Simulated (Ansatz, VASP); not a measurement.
**Two plane-wave programs on Co**

The input POSCAR:

```
Co
1.0
    0.0000000000      1.8030283920      1.8030283920
    1.8030283920      0.0000000000      1.8030283920
    1.8030283920      1.8030283920      0.0000000000
Co
1
Direct
    0.0000000000      0.0000000000      0.0000000000
```

INCAR.step1

```
  PREC = Accurate
  ENCUT = 520
  ISMEAR = -1
  SIGMA = 0.05
  LREAL = F
  LASPH = T
  NELM = 150
  ISPIN = 2
  MAGMOM = 1.954
  LMAXMIX = 4
  NBANDS = 14
  GGA = PE
  ALGO = Normal
  EDIFF = 1E-4
  LWAVE = T
  LCHARG = F
```

INCAR.step2

```
  PREC = Accurate
  ENCUT = 520
  EDIFF = 1E-6
  ISMEAR = -1
  SIGMA = 0.05
  LREAL = F
  LASPH = T
  NELM = 150
  ALGO = Normal
  ISIF = 2
  LWAVE = F
  LCHARG = T
  ISPIN = 2
  MAGMOM = 1.954
  LORBIT = 11
  LMAXMIX = 4
  METAGGA = R2SCAN
  LMIXTAU = T
  LELF = T
  LVHAR = T
  NBANDS = 14
  ISTART = 1
```

The input KPOINTS:

```
Automatic mesh
0
Gamma
  17 17 17
```

Input for Ansatz:

```yaml
crystal:
  lattice:
    - [0.0, 1.803028392, 1.803028392]
    - [1.803028392, 0.0, 1.803028392]
    - [1.803028392, 1.803028392, 0.0]
  atoms:
    - { symbol: Co, position: [0.0, 0.0, 0.0], spin: 1.954 }
hamiltonian:
  xc: r2scan
  pseudopotentials:
    kind: paw
    azcp:
      Co: "pseudopotentials/Co.paw.azcp"
basis:
  ecutwfc: 500
  fft_grid_basis: typed
kpoints:
  mp_grid: { grid: [17, 17, 17], shift: [0, 0, 0] }
magnetization:
  spin_polarized: true
scf:
  occupations: { method: fermi_dirac, width: 0.05 }
  lower_state_search: "off"
output:
  stress: true
```

Alike in both runs: task single point; functional r2SCAN; k mesh 17 × 17 × 17; occupations fermi-dirac, width 0.05 eV; collinear spin.

```csv
,VASP,Ansatz
version,VASP 6.6.1,Ansatz 0.2.0
potentials or method,"VASP PAW PBE potentials, release 64 (Co), cutoff 520 eV","plane waves (500 eV) with PAW, scalar-relativistic"
valence electrons in the cell,9,17
```

Ansatz gave:

| Quantity | Value |
| --- | --- |
| pressure (GPa) | -13.7 |
| net moment per atom (μB) | 1.89 |
| size of the moment on the site where the two differ most (μB) | 2.01 |

Problem. Estimate VASP's values.

Solution. Pressure (GPa): -13.5; net moment per atom (μB): 1.88; size of the moment on the site where the two differ most (μB): 1.95.

VASP's potentials were made for PBE, not for r2SCAN. Site moments also hang on the region over which each program counts them. With one functional, cell and mesh, what is left measures potentials, basis and numerics. VASP's potentials hold 9 valence electrons a cell and Ansatz's 17, so a difference there can come from the potentials and not from the codes. Ansatz's warnings: stability check not made.
